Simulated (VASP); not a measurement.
# CO2: single point with PBE

CO2:

```
CELL_PARAMETERS angstrom
-1.95481 1.95481 2.90264
1.95481 -1.95481 2.90264
1.95481 1.95481 -2.90264
ATOMIC_POSITIONS crystal
C 0.00000 0.00000 0.00000
C 0.75000 0.25000 0.50000
O 0.37500 0.29430 0.41930
O 0.70570 0.12500 0.08070
O 0.87500 0.95570 0.58070
O 0.04430 0.62500 0.91930
```

This cell differs from its parent crystal: uniaxial z strain -2.2%.

```json
{
 "Program": "VASP 6.6.1",
 "Task": "single point",
 "Functional": "PBE",
 "Potentials or basis": "VASP PAW PBE potentials, release 64 (C, O)",
 "Cutoff": "520 eV",
 "k mesh": "10 × 10 × 10",
 "Occupations": "fermi-dirac, width 0.02 eV",
 "Spin": "no spin polarisation",
 "Dipole correction": "no",
 "Further INCAR settings": "ALGO = Normal; EDIFF = 1e-07; NBANDS = 25"
}
```

The pressure is 13.9 GPa. The largest force is 0.358 eV/Å and the band gap on the k mesh is 7.72 eV (least direct gap 8.08 eV).

Forces in eV/Å, atoms in the order of the input:
```
C    0.000  0.000  0.000
C    0.000  0.000  0.000
O    0.358  0.000  0.000
O    0.000 -0.358  0.000
O   -0.358  0.000  0.000
O    0.000  0.358  0.000
```

Stress tensor (GPa, compression positive):
```
12.85  0.00  0.00
 0.00 12.85  0.00
 0.00  0.00 15.96
```

Levels at points of the mesh, in eV from the valence-band top:
| k point | band 12 | band 13 | band 14 | band 15 | band 16 | band 17 | band 18 | band 19 | band 20 | band 21 |
| --- | --- | --- | --- | --- | --- | --- | --- | --- | --- | --- |
| (0.00, 0.00, 0.00) | -1.40 | -1.40 | -0.91 | -0.91 | -0.36 | 7.72 | 9.78 | 9.78 | 9.84 | 12.43 |
| (0.50, 0.00, 0.00) | -2.39 | -1.74 | -1.48 | -0.48 | 0.00 | 8.64 | 9.67 | 10.19 | 10.69 | 12.55 |
| (0.50, 0.50, 0.00) | -2.77 | -0.69 | -0.69 | -0.57 | -0.57 | 9.34 | 9.34 | 10.19 | 10.19 | 11.87 |
| (0.50, 0.50, 0.50) | -3.19 | -2.92 | -2.92 | -0.06 | -0.06 | 9.20 | 9.20 | 11.04 | 11.04 | 11.69 |

Wall time 2.5 min on 1 thread of Intel(R) Xeon(R) 6975P-C (Granite Rapids) (shared host), peak memory 0.21 GiB.

Caveat: the cell differs from its parent crystal (uniaxial z strain -2.2%); the cell stands under pressure. A k mesh can miss the band edges.
